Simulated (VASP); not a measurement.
# WC (P1) in VASP: a series of runs

Runs on WC. Level: PBEsol. Tasks: single point.

All numbers are computed with VASP 6.6.1; they aren't measurements. Logs are shortened: lines on timing, memory, paths and dates and some standing lists are left out, and cuts for length are marked.

## 1. The cell of the first run

The typed cell holds 16 atoms: a = 5.906 Å, b = 5.115 Å, c = 5.773 Å, α = 90.00°, β = 90.00°, γ = 90.00°.

## 2. Single point, PBEsol

INCAR reads:

```
SYSTEM = WC
  ALGO = Normal
  EDIFF = 1E-6
  ENCUT = 520
  GGA = PS
  ISIF = 2
  ISMEAR = -1
  LASPH = .True.
  LCHARG = .False.
  LREAL = Auto
  LWAVE = .False.
  NBANDS = 86
  NELM = 80
  PREC = Accurate
  SIGMA = 0.24
```

KPOINTS reads:

```
k-points
0
Gamma
  3 3 3
  0 0 0
```

POSCAR reads:

```
WC
1.0
   -2.9530380000     -5.1148120000      0.0000000000
    4.4295570000     -2.5574060000      0.0000000000
    0.0000000000      0.0000000000      5.7734360000
W C
8 8
Direct
    0.7459020328      0.5280160177     -0.0090414097
    0.7727682294      0.5451366686      0.5037554759
    0.5056828339     -0.0060501254      0.0073959424
    0.5310044581     -0.0006600337      0.5215784846
    0.2779283428      0.4689708153      0.0087642783
    0.2368438520      0.5276394220      0.5074274661
    0.0018725043      0.0170964221      0.0075691495
    0.0021757657      0.0239584046      0.4951297633
    0.5645653089      0.7169978421      0.2747757142
    0.4954897256      0.6695703404      0.7685544622
    0.2583301903      0.1818599170      0.2553245589
    0.2186679303      0.1483748166      0.7523596001
   -0.0252167202      0.7304193324      0.2371031739
    0.0061216089      0.6454544650      0.7847493243
    0.7479651745      0.2260879774      0.2501803086
    0.7829545616      0.1866088579      0.7916083247
```

Potentials or basis: VASP PAW PBE potentials, release 64 (W_sv, C).

The run is started by

```bash
cat potpaw_PBE.64/W_sv/POTCAR potpaw_PBE.64/C/POTCAR > POTCAR
mpirun -np 1 vasp_std > vasp.out
```

OUTCAR:

```text
SYSTEM = WC
   EDIFF = 1E-6
   ENCUT = 520
   GGA = PS
   ISIF = 2
   ISMEAR = -1
   LASPH = .True.
   LREAL = Auto
   NELM = 80
   PREC = Accurate

 ion  position               nearest neighbor table
   1  0.746  0.528  0.991-  14 2.03  10 2.09  16 2.10  15 2.15   9 2.18  13 2.22   3 2.78   5 2.78
                             2 2.82   7 2.92   2 2.97   7 3.02   3 3.08   5 3.16
   2  0.773  0.545  0.504-   9 2.01  13 2.17  14 2.19  15 2.20  10 2.33  16 2.48   4 2.73   6 2.74
                             8 2.80   1 2.82   1 2.97   8 2.99   4 3.14   6 3.17
   3  0.506  0.994  0.007-   9 2.12  10 2.16  11 2.26  16 2.28  15 2.33  12 2.38   1 2.78   5 2.78
                             4 2.81   7 2.93   4 2.97   7 2.98   5 3.00   1 3.08
   4  0.531  0.999  0.522-   9 2.04  10 2.22  15 2.33  16 2.36  12 2.40  11 2.41   2 2.73   8 2.79
                             3 2.81   3 2.97   6 2.97   8 3.13   2 3.14   6 3.21
   5  0.278  0.469  0.009-  11 2.05  10 2.15  12 2.24  14 2.25  13 2.59   9 2.61   3 2.78   1 2.78
                             7 2.83   6 2.90   6 2.92   3 3.00   1 3.16   7 3.24
   6  0.237  0.528  0.507-  14 2.19  10 2.27  11 2.29  12 2.40  13 2.43   9 2.55   2 2.74   8 2.89
                             5 2.90   5 2.92   8 2.93   4 2.97   2 3.17   4 3.21
   7  0.002  0.017  0.008-  13 1.98  16 1.99  12 2.06  11 2.25  14 2.30  15 2.31   8 2.82   5 2.83
                             1 2.92   3 2.93   8 2.96   3 2.98   1 3.02   5 3.24
   8  0.002  0.024  0.495-  12 2.06  13 2.12  11 2.20  16 2.30  15 2.31  14 2.56   4 2.79   2 2.80
                             7 2.82   6 2.89   6 2.93   7 2.96   2 2.99   4 3.13
   9  0.565  0.717  0.275-   2 2.01   4 2.04   3 2.12   1 2.18   6 2.55   5 2.61
  10  0.495  0.670  0.769-   1 2.09   5 2.15   3 2.16   4 2.22   6 2.27   2 2.33
  11  0.258  0.182  0.255-   5 2.05   8 2.20   7 2.25   3 2.26   6 2.29   4 2.41
  12  0.219  0.148  0.752-   8 2.06   7 2.06   5 2.24   3 2.38   4 2.40   6 2.40
  13  0.975  0.730  0.237-   7 1.98   8 2.12   2 2.17   1 2.22   6 2.43   5 2.59
  14  0.006  0.645  0.785-   1 2.03   6 2.19   2 2.19   5 2.25   7 2.30   8 2.56
  15  0.748  0.226  0.250-   1 2.15   2 2.20   8 2.31   7 2.31   3 2.33   4 2.33
  16  0.783  0.187  0.792-   7 1.99   1 2.10   3 2.28   8 2.30   4 2.36   2 2.48

  LATTYP: Found a simple orthorhombic cell.
 ALAT       =     5.1148118895
 B/A-ratio  =     1.1287680026
 C/A-ratio  =     1.1547005550

  Lattice vectors:

 A1 = (   4.4295570000,  -2.5574060000,   0.0000000000)
 A2 = (   0.0000000000,   0.0000000000,   5.7734360000)
 A3 = (  -2.9530380000,  -5.1148120000,   0.0000000000)

Analysis of symmetry for initial positions (statically):
=====================================================================
 Subroutine PRICEL returns:
 Original cell was already a primitive cell.

 Routine SETGRP: Setting up the symmetry group for a
 simple orthorhombic supercell.

 Subroutine GETGRP returns: Found  1 space group operations
 (whereof  1 operations were pure point group operations)
 out of a pool of  8 trial point group operations.

The static configuration has the point symmetry C_1 .

Analysis of symmetry for dynamics (positions and initial velocities):
=====================================================================
 Subroutine PRICEL returns:
 Original cell was already a primitive cell.

 Routine SETGRP: Setting up the symmetry group for a
 simple orthorhombic supercell.

 Subroutine GETGRP returns: Found  1 space group operations
 (whereof  1 operations were pure point group operations)
 out of a pool of  8 trial point group operations.

The dynamic configuration has the point symmetry C_1 .

 Subroutine INISYM returns: Found  1 space group operations
 (whereof  1 operations are pure point group operations),
 and found     1 'primitive' translations

----------------------------------------------------------------------------------------

                                     Primitive cell

  volume of cell :     174.4067

  direct lattice vectors                    reciprocal lattice vectors
    -2.953038000 -5.114812000  0.000000000    -0.084658579 -0.146632955  0.000000000
     4.429557000 -2.557406000  0.000000000     0.169317157 -0.097755304  0.000000000
     0.000000000  0.000000000  5.773436000     0.000000000  0.000000000  0.173207082

  length of vectors
     5.906076128  5.114811890  5.773436000     0.169317154  0.195510611  0.173207082

  position of ions in fractional coordinates (direct lattice)
     0.745902033  0.528016018  0.990958590
     0.772768229  0.545136669  0.503755476
[... 46 lines left out ...]
     0.056439052 -0.032585101  0.000000000     0.000000000  0.333333333  0.000000000
     0.000000000  0.000000000  0.057735694     0.000000000  0.000000000  0.333333333

  Length of vectors
     0.056439051  0.065170204  0.057735694

  Shift w.r.t. Gamma in fractional coordinates (k-lattice)
     0.000000000  0.000000000  0.000000000

 Subroutine IBZKPT returns following result:
 ===========================================

 Found     14 irreducible k-points:

 Following reciprocal coordinates:
            Coordinates               Weight
  0.000000  0.000000  0.000000      1.000000
  0.333333  0.000000  0.000000      2.000000
  0.000000  0.333333  0.000000      2.000000
  0.333333  0.333333  0.000000      2.000000
 -0.333333  0.333333  0.000000      2.000000
  0.000000  0.000000  0.333333      2.000000
  0.333333  0.000000  0.333333      2.000000
 -0.333333 -0.000000  0.333333      2.000000
  0.000000  0.333333  0.333333      2.000000
  0.000000  0.333333 -0.333333      2.000000
  0.333333  0.333333  0.333333      2.000000
 -0.333333  0.333333 -0.333333      2.000000
 -0.333333 -0.333333  0.333333      2.000000
  0.333333 -0.333333 -0.333333      2.000000
   k-points           NKPTS =     14   k-points in BZ     NKDIM =     14   number of bands    NBANDS=     86
   number of dos      NEDOS =    301   number of ions     NIONS =     16
   total plane-waves  NPLWV =  92160
   dimension x,y,z NGX =    48 NGY =   40 NGZ =   48
   dimension x,y,z NGXF=    96 NGYF=   80 NGZF=   96
   ions per type =               8   8
   NGX,Y,Z   is equivalent  to a cutoff of  13.51, 13.00, 13.82 a.u.
   NGXF,Y,Z  is equivalent  to a cutoff of  27.02, 26.00, 27.64 a.u.
 SYSTEM =  WC
   PREC   = accura    normal or accurate (medium, high low for compatibility)
   ISTART =      0    job   : 0-new  1-cont  2-samecut
   ICHARG =      2    charge: 1-file 2-atom 10-const
   ISPIN  =      1    spin polarized calculation?
   LNONCOLLINEAR =      F non collinear calculations
   LSORBIT =      F    spin-orbit coupling
   LASPH  =      T    aspherical Exc in radial PAW
   ENCUT  =  520.0 eV  38.22 Ry    6.18 a.u.  10.98  9.51 10.73*2*pi/ulx,y,z
   NELM   =     80;   NELMIN=  2; NELMDL= -5     # of ELM steps
   EDIFF  = 0.1E-05   stopping-criterion for ELM
   LREAL  =      T    real-space projection
   EDIFFG = 0.1E-04   stopping-criterion for IOM
   NSW    =      0    number of steps for IOM
   IBRION =     -1    ionic relax: 0-MD 1-quasi-New 2-CG
   NFREE  =      0    steps in history (QN), initial steepest desc. (CG)
   ISIF   =      2    stress and relaxation
   ISYM   =      2    0-nonsym 1-usesym 2-fastsym
   POTIM  = 0.5000    time-step for ionic-motion
   TEBEG  =    0.0;   TEEND  =   0.0 temperature during run
   PSTRESS=    0.0 pullay stress
   NELECT =     144.0000    total number of electrons
   NUPDOWN=      -1.0000    fix difference up-down
   EMIN   =  10.00;   EMAX   =-10.00  energy-range for DOS
   EFERMI =   0.00;   METHOD = LEGACY
   ISMEAR =    -1;   SIGMA  =   0.24  broadening in eV -4-tet -1-fermi 0-gaus
   EFERMI_NEDOS =   21; number of points for ismear=-14 and -15
   IALGO  =     38    algorithm
   IMIX   =      4    mixing-type and parameters
     AMIX     =   0.40;   BMIX     =  1.00
     AMIX_MAG =   1.60;   BMIX_MAG =  1.00
  volume/ion in A,a.u.               =      10.90        73.56
  Fermi-wavevector in a.u.,A,eV,Ry     =   1.535823  2.902286 32.092794  2.358754
  Thomas-Fermi vector in A             =   2.642558
   LORBIT       =      0    0 simple, 1 ext, 2 COOP (PROOUT), +10 PAW based schemes
   GGA     = PS    functional components
   LHFCALC =     F    Hartree Fock is set to
   AEXX    =    0.0000 exact exchange contribution
   IVDW    =     0    specifies the selected vdW correction
   LEPSILON=     F    determine dielectric tensor
   LRPA    =     F    only Hartree local field effects (RPA)
 non-spin polarized calculation
  energy-cutoff  :      520.00
  volume of cell :      174.41
 maximum number of plane-waves:      4722
 NGX is ok and might be reduce to    48
   NGX = 21   NGY = 19   NGZ = 21

 number of electron     144.0000001 magnetization

 Free energy of the ion-electron system (eV)
  ---------------------------------------------------
  ext. energy  EPLUGINS =         0.00000000
  ---------------------------------------------------
  free energy    TOTEN  =      -185.08386984 eV

  energy without entropy =     -184.32025623  energy(sigma->0) =     -184.70206303

 E-fermi :  10.5255     XC(G=0): -13.6217

 val. band max:       10.5159338477   @ k =   0.3333   0.0000   0.3333
 cond. band min:      10.6171173477   @ k =   0.3333   0.0000   0.0000
 fundamental gap:      0.1011835000
 Fermi energy:        10.5254756052

 k-point     1 :       0.0000    0.0000    0.0000
  band No.  band energies     occupation
      1     -63.7778      2.00000
      2     -63.7503      2.00000
      3     -63.6556      2.00000
      4     -63.6331      2.00000
      5     -63.6104      2.00000
      6     -63.5857      2.00000
[... 1207 lines left out ...]
     83      13.8224      0.00000
     84      14.0374      0.00000
 [bands above 84 left out]

------------------------ aborting loop because EDIFF is reached ----------------------------------------

  FORCE on cell =-STRESS in cart. coord.  units (eV):
  Direction    XX          YY          ZZ          XY          YZ          ZX
  --------------------------------------------------------------------------------------
  -------------------------------------------------------------------------------------
  Total       -3.4596511     -4.7088122    -10.1965459      0.4468574      2.7675265     -2.7373512
  in kB      -31.7818975    -43.2572487    -93.6700168      4.1050315     25.4237327    -25.1465283
  external PRESSURE =     -56.2363877 kB  Pullay stress =       0.0000000 kB

 VOLUME and BASIS-vectors are now :
 -----------------------------------------------------------------------------
  energy-cutoff  :      520.00
  volume of cell :      174.41
      direct lattice vectors                 reciprocal lattice vectors
    -2.953038000 -5.114812000  0.000000000    -0.084658579 -0.146632955  0.000000000
     4.429557000 -2.557406000  0.000000000     0.169317157 -0.097755304  0.000000000
     0.000000000  0.000000000  5.773436000     0.000000000  0.000000000  0.173207082

 POSITION                                       TOTAL-FORCE (eV/Angst)
 -----------------------------------------------------------------------------------
      0.13620     -5.16550      5.72124        -2.138757     -0.725737      3.154887
      0.13270     -5.34670      2.90840        -2.473938      2.419323      0.596644
      2.90946     -5.12841      0.04270         2.091341     -1.401240      0.639059
      2.85856     -5.27171      3.01130         4.447057      0.943204     -0.930566
      1.25660     -2.62090      0.05060         4.954781      0.516675     -1.071596
      1.63780     -2.56080      2.92960        -2.527356     -1.430066     -0.209530
[... 8 lines left out ...]
     -1.20730     -4.40390      1.44440        -2.164522      0.386264      1.031690
     -1.48550     -4.48190      4.57030         0.756091      3.035366     -3.485646
 -----------------------------------------------------------------------------------
    total drift:                               -0.011778      0.016070      0.012432

  FREE ENERGIE OF THE ION-ELECTRON SYSTEM (eV)
  ---------------------------------------------------
  free  energy   TOTEN  =      -185.0838698421 eV

  energy  without entropy=     -184.3202562263  energy(sigma->0) =     -184.70206303
```

It took 8.5 min on 1 thread of Intel Xeon 6975P-C, shared host; peak memory 0.37 GiB.

What came out:

* Free energy: -185.0839 eV
* Pressure: -5.6 GPa
* Largest force: 5.096 eV/Å
* Band gap on the k mesh: zero (band 72 reaches 10.62 eV, above the bottom of band 73 at 10.46 eV)

Forces on the atoms (eV/Å):
```
W   -2.139 -0.726  3.155
W   -2.474  2.419  0.597
W    2.091 -1.401  0.639
W    4.447  0.943 -0.931
W    4.955  0.517 -1.072
W   -2.527 -1.430 -0.210
W   -0.301 -0.815 -0.045
W    0.521 -0.515  0.968
C    1.186  4.006 -1.408
C   -0.046 -0.409 -1.637
C   -0.420  0.096  1.194
C   -0.531 -4.360  0.325
C   -4.287  0.134  2.633
C    0.933 -1.880 -1.755
C   -2.165  0.386  1.032
C    0.756  3.035 -3.486
```

Caveat: the k points lie up to 0.41 Å⁻¹ apart; the PAW data sets were made with another functional, which shifts forces and pressure a little; spin-orbit coupling is left out, which moves the levels of the heavy elements.

## 3. Single point, PBEsol

INCAR reads:

```
ALGO = Normal
EDIFF = 1E-6
ENCUT = 520
GGA = PS
ISIF = 2
ISMEAR = -1
LASPH = True
LCHARG = True
LELF = True
LREAL = Auto
LVHAR = True
LWAVE = False
NBANDS = 86
NELM = 60
PREC = Accurate
SIGMA = 0.24
```

KPOINTS reads:

```
k-points
0
Gamma
  3 3 3
```

POSCAR reads:

```
WC
1.0
   -2.9530380000     -5.1148120000      0.0000000000
    4.4295570000     -2.5574060000      0.0000000000
    0.0000000000      0.0000000000      5.7734360000
W C
8 8
Direct
    0.7695203707      0.5285230321      0.0073959424
    0.7532739480      0.5300860995      0.5095059510
    0.5090066988      0.0273427171      0.0508189577
    0.5203108002      0.0090748499      0.4958572330
    0.2709738371      0.4730260922     -0.0046765912
    0.2372195400      0.5336918152      0.5108223249
   -0.0160596014      0.0255500464     -0.0128173240
    0.0028880143      0.0347728714      0.5014345010
    0.4760652094      0.6734620762      0.2520163036
    0.5135422724      0.6783544822      0.7304142628
    0.2483891710      0.1706948710      0.2735459439
    0.3020769934      0.1582200750      0.7813717862
    0.0314053699      0.6998761390      0.2474955988
   -0.0016363979      0.6890458018      0.7563780044
    0.7600921163      0.1839644242      0.2614734103
    0.7270130128      0.1653883341      0.7218231916
```

Potentials or basis: VASP PAW PBE potentials, release 64 (W_sv, C).

The run is started by

```bash
cat potpaw_PBE.64/W_sv/POTCAR potpaw_PBE.64/C/POTCAR > POTCAR
mpirun -np 1 vasp_std > vasp.out
```

Run time: 8.7 min. Hardware: 1 thread of Intel Xeon 6975P-C, shared host; peak memory 0.37 GiB.

Results (log left out):

```
Free energy            : -185.9220 eV
Pressure               : -8.8 GPa
Largest force          : 6.855 eV/Å
Band gap on the k mesh : zero (band 72 reaches 10.51 eV, above the bottom of band 73 at 10.47 eV)
```

Forces on the atoms (eV/Å):
```
W    0.333  1.893 -0.041
W   -1.571  0.516 -1.650
W   -2.563  1.381 -6.206
W    1.655  3.552  2.517
W    5.250 -1.384  1.575
W   -2.743 -1.453 -0.798
W   -2.105 -1.907  2.254
W   -2.203  0.479  0.733
C   -1.091 -1.910  0.351
C    0.103  0.901  2.254
C    1.230 -1.044 -1.151
C    2.127  2.439 -2.239
C    0.861  2.161 -0.224
C   -0.393 -0.369 -0.347
C    0.955 -0.920 -0.450
C    0.154 -4.335  3.423
```

Stress tensor (GPa, compression positive):
```
-8.87 -0.13  1.63
-0.13 -7.98 -1.49
 1.63 -1.49 -9.45
```

Levels at points of the mesh, in eV from the Fermi level:
```tsv
k point	band 68	band 69	band 70	band 71	band 72	band 73	band 74	band 75	band 76	band 77
(0.00, 0.00, 0.00)	-0.94	-0.74	-0.53	-0.35	-0.11	0.09	0.86	1.22	1.59	1.71
```

Caveat: the k points lie up to 0.41 Å⁻¹ apart; the PAW data sets were made with another functional, which shifts forces and pressure a little; spin-orbit coupling is left out, which moves the levels of the heavy elements.

## 4. Single point, PBEsol

INCAR reads:

```
SYSTEM = WC
ALGO = Normal
EDIFF = 1E-7
ENCUT = 520
GGA = PS
ISIF = 2
ISMEAR = -1
LASPH = .True.
LCHARG = .True.
LELF = .True.
LREAL = Auto
LVHAR = .True.
LWAVE = .False.
NBANDS = 86
NELM = 60
PREC = Accurate
SIGMA = 0.24
```

KPOINTS reads:

```
k-points
0
Gamma
  3 3 3
  0 0 0
```

POSCAR reads:

```
WC
1.0
   -2.9530380000     -5.1148120000      0.0000000000
    4.4295570000     -2.5574060000      0.0000000000
    0.0000000000      0.0000000000      5.7734360000
W C
8 8
Direct
    0.7631712629      0.5117382483      0.0247339712
    0.7572031235      0.5470184936      0.5069944484
    0.5176220188      0.0429969613      0.0066165105
    0.4814456151      0.0384749979      0.5258740203
    0.2639858304      0.5347848980      0.0046419498
    0.2684805141      0.5526586881      0.5040326073
    0.0167742778      0.0151335856      0.0129558897
    0.0015196835      0.0241757095      0.5259433031
    0.5058802226      0.7237481131      0.2431654218
    0.5060785759      0.7000856442      0.7849398521
    0.2419682895      0.2356988642      0.2170631146
    0.2781457729      0.1936480413      0.7710832856
    0.0326217352      0.6442254211      0.2260872035
   -0.0123813160      0.6842981145      0.7737679953
    0.7727062647      0.1728910955      0.2754339011
    0.7640777521      0.2047723140      0.7505928878
```

The run is started by

```bash
cat potpaw_PBE.64/W_sv/POTCAR potpaw_PBE.64/C/POTCAR > POTCAR
mpirun -np 1 vasp_std > vasp.out
```

Run time: 12 min. Hardware: 1 thread of Intel Xeon 6975P-C, shared host; peak memory 0.37 GiB.

Results (log left out):

| Quantity | Value |
| --- | --- |
| Free energy | -186.7942 eV |
| Pressure | -10.9 GPa |
| Largest force | 6.169 eV/Å |
| Band gap on the k mesh | zero (band 72 reaches 10.43 eV, above the bottom of band 73 at 10.43 eV) |

Forces on the atoms (eV/Å):
```
W    1.399 -0.205 -1.842
W   -2.001  0.649  0.798
W   -0.687  0.618  1.632
W   -2.187 -3.357 -2.851
W   -0.491 -0.630 -2.079
W   -1.187  1.947  0.683
W    1.872  0.527 -0.179
W    0.492 -0.755 -1.224
C   -1.250  0.343  1.770
C    0.090 -1.120 -2.759
C   -4.198  0.397  4.254
C    2.140  1.785 -0.645
C    4.732  0.697  3.895
C   -0.235 -1.739 -1.627
C    1.634  0.274 -0.738
C   -0.123  0.570  0.914
```

Stress tensor (GPa, compression positive):
```
 -9.92   0.43   2.57
  0.43  -9.89   1.18
  2.57   1.18 -12.75
```

Levels at points of the mesh, in eV from the Fermi level:
```csv
k point,band 70,band 71,band 72,band 73,band 74,band 75
"(0.00, 0.00, 0.00)",-0.35,-0.16,-0.07,0.23,0.86,1.03
```

Caveat: the k points lie up to 0.41 Å⁻¹ apart; the PAW data sets were made with another functional, which shifts forces and pressure a little; spin-orbit coupling is left out, which moves the levels of the heavy elements.
